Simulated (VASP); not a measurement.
# Na (Im-3m) in VASP: further runs

The runs below take Na through single point, with LDA.

Program: VASP 6.6.1. These are calculated values, not measurements. Logs are shortened: lines on timing, memory, paths and dates and some standing lists are left out, and cuts for length are marked.

### 1 The cell of the first run

The structure is cubic, space group Im-3m (No. 229). The conventional cell has a = 3.109 Å, b = 3.109 Å, c = 3.109 Å, α = 90.00°, β = 90.00°, γ = 90.00°. Within 3.6 Å of Na (site symmetry m-3m) lie 14 Na at 2.69 to 3.11 Å.

### 2 Single point, LDA (15.03 Å³/atom)

Input file INCAR:

```
SYSTEM = Na
PREC = Accurate
ENCUT = 520
EDIFF = 1E-7
ISMEAR = -1
SIGMA = 0.05
LREAL = .False.
LASPH = .True.
NELM = 80
ALGO = Normal
ISIF = 2
LWAVE = .False.
LCHARG = .False.
NBANDS = 10
```

Input file KPOINTS:

```
Automatic mesh
0
Gamma
  13 13 13
  0 0 0
```

Input file POSCAR:

```
Na
1.0
   -1.5546202758      1.5546202758      1.5546202758
    1.5546202758     -1.5546202758      1.5546202758
    1.5546202758      1.5546202758     -1.5546202758
Na
1
Direct
    0.0000000000      0.0000000000      0.0000000000
```

Potentials or basis: VASP PAW LDA potentials, release 64 (Na_pv).

Run with:

```sh
$ cat potpaw_LDA.64/Na_pv/POTCAR > POTCAR
$ mpirun -np 1 vasp_std > vasp.out
```

OUTCAR:

```text
SYSTEM = Na
   PREC = Accurate
   ENCUT = 520
   EDIFF = 1E-7
   ISMEAR = -1
   LREAL = .False.
   LASPH = .True.
   NELM = 80
   ISIF = 2

 ion  position               nearest neighbor table
   1  0.000  0.000  0.000-

  LATTYP: Found a body centered cubic cell.
 ALAT       =     3.1092405516

  Lattice vectors:

 A1 = (  -1.5546202758,   1.5546202758,   1.5546202758)
 A2 = (   1.5546202758,  -1.5546202758,   1.5546202758)
 A3 = (   1.5546202758,   1.5546202758,  -1.5546202758)

Analysis of symmetry for initial positions (statically):
=====================================================================
 Subroutine PRICEL returns:
 Original cell was already a primitive cell.

 Routine SETGRP: Setting up the symmetry group for a
 body centered cubic supercell.

 Subroutine GETGRP returns: Found 48 space group operations
 (whereof 48 operations were pure point group operations)
 out of a pool of 48 trial point group operations.

The static configuration has the point symmetry O_h .

Analysis of symmetry for dynamics (positions and initial velocities):
=====================================================================
 Subroutine PRICEL returns:
 Original cell was already a primitive cell.

 Routine SETGRP: Setting up the symmetry group for a
 body centered cubic supercell.

 Subroutine GETGRP returns: Found 48 space group operations
 (whereof 48 operations were pure point group operations)
 out of a pool of 48 trial point group operations.

The dynamic configuration has the point symmetry O_h .

 Subroutine INISYM returns: Found 48 space group operations
 (whereof 48 operations are pure point group operations),
 and found     1 'primitive' translations

----------------------------------------------------------------------------------------

                                     Primitive cell

  volume of cell :      15.0291

  direct lattice vectors                    reciprocal lattice vectors
    -1.554620276  1.554620276  1.554620276     0.000000000  0.321621947  0.321621947
     1.554620276 -1.554620276  1.554620276     0.321621947  0.000000000  0.321621947
     1.554620276  1.554620276 -1.554620276     0.321621947  0.321621947  0.000000000

  length of vectors
     2.692681304  2.692681304  2.692681304     0.454842119  0.454842119  0.454842119

  position of ions in fractional coordinates (direct lattice)
     0.000000000  0.000000000  0.000000000

  ion indices of the primitive-cell ions
   primitive index   ion index
                 1           1

----------------------------------------------------------------------------------------

 KPOINTS: Automatic mesh

Automatic generation of k-mesh.
 Grid dimensions read from file:
 generate k-points for:   13   13   13

 Generating k-lattice:

  Cartesian coordinates                     Fractional coordinates (reciprocal lattice)
     0.000000000  0.024740150  0.024740150     0.076923077  0.000000000  0.000000000
     0.024740150  0.000000000  0.024740150     0.000000000  0.076923077  0.000000000
     0.024740150  0.024740150  0.000000000     0.000000000  0.000000000  0.076923077

  Length of vectors
     0.034987855  0.034987855  0.034987855

  Shift w.r.t. Gamma in fractional coordinates (k-lattice)
     0.000000000  0.000000000  0.000000000

 Subroutine IBZKPT returns following result:
 ===========================================

 Found     84 irreducible k-points:

 Following reciprocal coordinates:
            Coordinates               Weight
  0.000000  0.000000  0.000000      1.000000
  0.076923  0.000000  0.000000     12.000000
  0.153846  0.000000  0.000000     12.000000
  0.230769  0.000000  0.000000     12.000000
  0.307692  0.000000  0.000000     12.000000
  0.384615  0.000000  0.000000     12.000000
[... 16 lines left out ...]
  0.153846  0.076923  0.076923     24.000000
  0.230769  0.076923  0.076923     24.000000
 [... further k-points ...]
   k-points           NKPTS =     84   k-points in BZ     NKDIM =     84   number of bands    NBANDS=     10
   number of dos      NEDOS =    301   number of ions     NIONS =      1
   total plane-waves  NPLWV =   8000
   dimension x,y,z NGX =    20 NGY =   20 NGZ =   20
   dimension x,y,z NGXF=    40 NGYF=   40 NGZF=   40
   ions per type =               1
   NGX,Y,Z   is equivalent  to a cutoff of  12.35, 12.35, 12.35 a.u.
   NGXF,Y,Z  is equivalent  to a cutoff of  24.70, 24.70, 24.70 a.u.
 SYSTEM =  Na
   PREC   = accura    normal or accurate (medium, high low for compatibility)
   ISTART =      0    job   : 0-new  1-cont  2-samecut
   ICHARG =      2    charge: 1-file 2-atom 10-const
   ISPIN  =      1    spin polarized calculation?
   LNONCOLLINEAR =      F non collinear calculations
   LSORBIT =      F    spin-orbit coupling
   LASPH  =      T    aspherical Exc in radial PAW
   ENCUT  =  520.0 eV  38.22 Ry    6.18 a.u.   5.01  5.01  5.01*2*pi/ulx,y,z
   NELM   =     80;   NELMIN=  2; NELMDL= -5     # of ELM steps
   EDIFF  = 0.1E-06   stopping-criterion for ELM
   LREAL  =      F    real-space projection
   EDIFFG = 0.1E-05   stopping-criterion for IOM
   NSW    =      0    number of steps for IOM
   IBRION =     -1    ionic relax: 0-MD 1-quasi-New 2-CG
   NFREE  =      0    steps in history (QN), initial steepest desc. (CG)
   ISIF   =      2    stress and relaxation
   ISYM   =      2    0-nonsym 1-usesym 2-fastsym
   POTIM  = 0.5000    time-step for ionic-motion
   TEBEG  =    0.0;   TEEND  =   0.0 temperature during run
   PSTRESS=    0.0 pullay stress
   NELECT =       7.0000    total number of electrons
   NUPDOWN=      -1.0000    fix difference up-down
   EMIN   =  10.00;   EMAX   =-10.00  energy-range for DOS
   EFERMI =   0.00;   METHOD = LEGACY
   ISMEAR =    -1;   SIGMA  =   0.05  broadening in eV -4-tet -1-fermi 0-gaus
   EFERMI_NEDOS =   21; number of points for ismear=-14 and -15
   IALGO  =     38    algorithm
   IMIX   =      4    mixing-type and parameters
     AMIX     =   0.40;   BMIX     =  1.00
     AMIX_MAG =   1.60;   BMIX_MAG =  1.00
  volume/ion in A,a.u.               =      15.03       101.42
  Fermi-wavevector in a.u.,A,eV,Ry     =   1.269005  2.398071 21.910449  1.610373
  Thomas-Fermi vector in A             =   2.402069
   LORBIT       =      0    0 simple, 1 ext, 2 COOP (PROOUT), +10 PAW based schemes
   GGA     = CA    functional components
   LHFCALC =     F    Hartree Fock is set to
   AEXX    =    0.0000 exact exchange contribution
   IVDW    =     0    specifies the selected vdW correction
   LEPSILON=     F    determine dielectric tensor
   LRPA    =     F    only Hartree local field effects (RPA)
 non-spin polarized calculation
  energy-cutoff  :      520.00
  volume of cell :       15.03
 maximum number of plane-waves:       420
   NGX =  9   NGY =  9   NGZ =  9

 number of electron       6.9999998 magnetization

 Free energy of the ion-electron system (eV)
  ---------------------------------------------------
  ext. energy  EPLUGINS =         0.00000000
  ---------------------------------------------------
  free energy    TOTEN  =        -0.47240073 eV

  energy without entropy =       -0.46907713  energy(sigma->0) =       -0.47073893

 E-fermi :   4.6479     XC(G=0):  -9.9062

 val. band max:        4.4919215356   @ k =  -0.3077   0.3077   0.3077
 cond. band min:       4.6533339628   @ k =  -0.3077   0.3846   0.2308
 fundamental gap:      0.1614124272
 Fermi energy:         4.6479186380

 k-point     1 :       0.0000    0.0000    0.0000
  band No.  band energies     occupation
      1     -20.5613      2.00000
      2     -20.5613      2.00000
      3     -20.5613      2.00000
      4      -1.2455      2.00000
      5      22.9791      0.00000
      6      22.9791      0.00000
      7      22.9791      0.00000
      8      25.0064      0.00000
      9      25.0064      0.00000
     10      26.3043      0.00000

 k-point     2 :       0.0769    0.0000    0.0000
  band No.  band energies     occupation
      1     -20.5985      2.00000
      2     -20.5709      2.00000
      3     -20.5618      2.00000
      4      -1.0396      2.00000
      5      21.1227      0.00000
      6      21.9127      0.00000
      7      22.9043      0.00000
      8      23.9610      0.00000
      9      24.1016      0.00000
     10      27.6408      0.00000

 k-point     3 :       0.1538    0.0000    0.0000
  band No.  band energies     occupation
      1     -20.6999      2.00000
      2     -20.5976      2.00000
      3     -20.5632      2.00000
      4      -0.4350      2.00000
      5      17.9132      0.00000
      6      20.3118      0.00000
      7      22.7200      0.00000
      8      22.7347      0.00000
      9      24.1939      0.00000
     10      29.2578      0.00000

 k-point     4 :       0.2308    0.0000    0.0000
  band No.  band energies     occupation
      1     -20.8385      2.00000
      2     -20.6351      2.00000
      3     -20.5652      2.00000
      4       0.5340      2.00000
      5      14.8675      0.00000
      6      18.9275      0.00000
      7      21.7689      0.00000
      8      22.5047      0.00000
      9      24.2911      0.00000
     10      30.2187      0.00000
[... 222 lines left out ...]
 k-point    22 :       0.0769    0.0769    0.0769
  band No.  band energies     occupation
      1     -20.7661      2.00000
      2     -20.5851      2.00000
      3     -20.5851      2.00000
      4      -0.0416      2.00000
      5      17.5565      0.00000
      6      17.5565      0.00000
      7      21.8099      0.00000
      8      25.1121      0.00000
      9      25.1121      0.00000
     10      27.4074      0.00000

 k-point    23 :       0.1538    0.0769    0.0769
  band No.  band energies     occupation
      1     -20.8815      2.00000
      2     -20.6263      2.00000
      3     -20.5898      2.00000
      4       0.9107      2.00000
      5      14.8340      0.00000
      6      16.2770      0.00000
      7      21.0234      0.00000
      8      24.9486      0.00000
      9      25.6455      0.00000
     10      29.4019      0.00000

 k-point    24 :       0.2308    0.0769    0.0769
  band No.  band energies     occupation
      1     -20.9917      2.00000
      2     -20.6784      2.00000
      3     -20.5947      2.00000
      4       2.1791      2.00000
      5      12.2205      0.00000
      6      15.3220      0.00000
      7      20.3485      0.00000
      8      24.3110      0.00000
      9      26.0789      0.00000
     10      31.0286      0.00000

 [... further k-points ...]

------------------------ aborting loop because EDIFF is reached ----------------------------------------

  FORCE on cell =-STRESS in cart. coord.  units (eV):
  Direction    XX          YY          ZZ          XY          YZ          ZX
  --------------------------------------------------------------------------------------
  -------------------------------------------------------------------------------------
  Total        3.1172987      3.1172987      3.1172987     -0.0000000      0.0000000     -0.0000000
  in kB      332.3196501    332.3196501    332.3196501     -0.0000000      0.0000000     -0.0000000
  external PRESSURE =     332.3196501 kB  Pullay stress =       0.0000000 kB

 VOLUME and BASIS-vectors are now :
 -----------------------------------------------------------------------------
  energy-cutoff  :      520.00
  volume of cell :       15.03
      direct lattice vectors                 reciprocal lattice vectors
    -1.554620276  1.554620276  1.554620276     0.000000000  0.321621947  0.321621947
     1.554620276 -1.554620276  1.554620276     0.321621947  0.000000000  0.321621947
     1.554620276  1.554620276 -1.554620276     0.321621947  0.321621947  0.000000000

 POSITION                                       TOTAL-FORCE (eV/Angst)
 -----------------------------------------------------------------------------------
      0.00000      0.00000      0.00000         0.000000      0.000000     -0.000000
 -----------------------------------------------------------------------------------
    total drift:                                0.000000     -0.000000      0.000000

  FREE ENERGIE OF THE ION-ELECTRON SYSTEM (eV)
  ---------------------------------------------------
  free  energy   TOTEN  =        -0.4724007349 eV

  energy  without entropy=       -0.4690771278  energy(sigma->0) =       -0.47073893
```

Run time: 14 s. Hardware: 1 thread of AMD EPYC 7R13, shared host; peak memory 0.09 GiB.

What came out:

```yaml
Free_energy: -0.4724 eV
Pressure: 33.2 GPa
Band_gap_on_the_k_mesh: zero (an odd number of electrons rules out a gap without spin polarisation)
```

Levels at points of the mesh, in eV from the Fermi level:
```tsv
k point	band 1	band 2	band 3	band 4	band 5	band 6	band 7	band 8
(0.00, 0.00, 0.00)	-25.21	-25.21	-25.21	-5.89	18.33	18.33	18.33	20.36
```

Caveat: the cell stands under pressure.

### 3 Single point, LDA (15.03 Å³/atom)

Input file INCAR:

```
ALGO = Normal
EDIFF = 1E-6
ENCUT = 520
ISIF = 2
ISMEAR = -1
LASPH = T
LCHARG = T
LELF = T
LREAL = F
LVHAR = T
LWAVE = F
NBANDS = 10
NELM = 100
PREC = Accurate
SIGMA = 0.05
```

Input file KPOINTS:

```
k-points
0
Gamma
  13 13 13
```

POSCAR is that of step 2.

Potentials or basis: VASP PAW LDA potentials, release 64 (Na_pv).

Run with:

```sh
$ cat potpaw_LDA.64/Na_pv/POTCAR > POTCAR
$ mpirun -np 1 vasp_std > vasp.out
```

OUTCAR:

```text
EDIFF = 1E-6
   ENCUT = 520
   ISIF = 2
   ISMEAR = -1
   LASPH = T
   LREAL = F
   NELM = 100
   PREC = Accurate

 ion  position               nearest neighbor table
   1  0.000  0.000  0.000-

  LATTYP: Found a body centered cubic cell.
 ALAT       =     3.1092405516

  Lattice vectors:

 A1 = (  -1.5546202758,   1.5546202758,   1.5546202758)
 A2 = (   1.5546202758,  -1.5546202758,   1.5546202758)
 A3 = (   1.5546202758,   1.5546202758,  -1.5546202758)

Analysis of symmetry for initial positions (statically):
=====================================================================
 Subroutine PRICEL returns:
 Original cell was already a primitive cell.

 Routine SETGRP: Setting up the symmetry group for a
 body centered cubic supercell.

 Subroutine GETGRP returns: Found 48 space group operations
 (whereof 48 operations were pure point group operations)
 out of a pool of 48 trial point group operations.

The static configuration has the point symmetry O_h .

Analysis of symmetry for dynamics (positions and initial velocities):
=====================================================================
 Subroutine PRICEL returns:
 Original cell was already a primitive cell.

[... 162 lines left out ...]
      2     -20.5607      2.00000
      3     -20.5607      2.00000
      4      -1.2454      2.00000
      5      22.9788      0.00000
      6      22.9788      0.00000
      7      22.9788      0.00000
      8      25.0065      0.00000
      9      25.0065      0.00000
     10      26.3044      0.00000
[... 287 lines left out ...]
 k-point    24 :       0.2308    0.0769    0.0769
  band No.  band energies     occupation
      1     -20.9911      2.00000
      2     -20.6778      2.00000
      3     -20.5941      2.00000
      4       2.1792      2.00000
      5      12.2206      0.00000
      6      15.3220      0.00000
      7      20.3483      0.00000
      8      24.3110      0.00000
      9      26.0787      0.00000
     10      31.0294      0.00000

 [... further k-points ...]

------------------------ aborting loop because EDIFF is reached ----------------------------------------

  FORCE on cell =-STRESS in cart. coord.  units (eV):
  Direction    XX          YY          ZZ          XY          YZ          ZX
  --------------------------------------------------------------------------------------
  -------------------------------------------------------------------------------------
  Total        3.0947649      3.0947649      3.0947649      0.0000000      0.0000000     -0.0000000
  in kB      329.9174374    329.9174374    329.9174374      0.0000000      0.0000000     -0.0000000
  external PRESSURE =     329.9174374 kB  Pullay stress =       0.0000000 kB

 VOLUME and BASIS-vectors are now :
 -----------------------------------------------------------------------------
  energy-cutoff  :      520.00
  volume of cell :       15.03
      direct lattice vectors                 reciprocal lattice vectors
    -1.554620276  1.554620276  1.554620276     0.000000000  0.321621947  0.321621947
     1.554620276 -1.554620276  1.554620276     0.321621947  0.000000000  0.321621947
     1.554620276  1.554620276 -1.554620276     0.321621947  0.321621947  0.000000000

 POSITION                                       TOTAL-FORCE (eV/Angst)
 -----------------------------------------------------------------------------------
      0.00000      0.00000      0.00000         0.000000     -0.000000      0.000000
 -----------------------------------------------------------------------------------
    total drift:                                0.000000     -0.000000      0.000000

  FREE ENERGIE OF THE ION-ELECTRON SYSTEM (eV)
  ---------------------------------------------------
  free  energy   TOTEN  =        -0.4724007631 eV

  energy  without entropy=       -0.4690771592  energy(sigma->0) =       -0.47073896
```

OSZICAR:

```text
N       E                     dE             d eps       ncg     rms          rms(c)
DAV:   1     0.343184648962E+02    0.34318E+02   -0.40689E+03  1702   0.768E+02
DAV:   2     0.114306148678E-01   -0.34307E+02   -0.33939E+02  1836   0.181E+02
DAV:   3    -0.490687376425E+00   -0.50212E+00   -0.50177E+00  2092   0.223E+01
DAV:   4    -0.492286748912E+00   -0.15994E-02   -0.15993E-02  1898   0.122E+00
DAV:   5    -0.492294479060E+00   -0.77301E-05   -0.77305E-05  1972   0.836E-02    0.579E-01
DAV:   6    -0.480192246672E+00    0.12102E-01   -0.14714E-03  1970   0.526E-01    0.355E-01
DAV:   7    -0.472423933443E+00    0.77683E-02   -0.22174E-03  1982   0.561E-01    0.250E-02
DAV:   8    -0.472400423979E+00    0.23509E-04   -0.11075E-04  2046   0.182E-01    0.389E-03
DAV:   9    -0.472400763144E+00   -0.33917E-06   -0.71236E-07  1386   0.105E-02
   1 F= -.47240076E+00 E0= -.47073896E+00  d E =-.332360E-02
```

stdout:

```text
POSCAR found type information on POSCAR Na
 POSCAR found :  1 types and       1 ions
 scaLAPACK will be used
 LDA part: xc-table for (Slater(with rela. corr.)+CA(PZ))
 , standard interpolation
 POSCAR, INCAR and KPOINTS ok, starting setup
 FFT: planning ... GRIDC
 FFT: planning ... GRID_SOFT
 FFT: planning ... GRID
 WAVECAR not read
 entering main loop
```

It took 13 s on 1 thread of AMD EPYC 7R13, shared host; peak memory 0.09 GiB.

What came out:

```yaml
Free_energy: -0.4724 eV
Pressure: 33.0 GPa
Band_gap_on_the_k_mesh: zero (an odd number of electrons rules out a gap without spin polarisation)
```

Caveat: the cell stands under pressure.

(Part 1 of 2 ends here.)
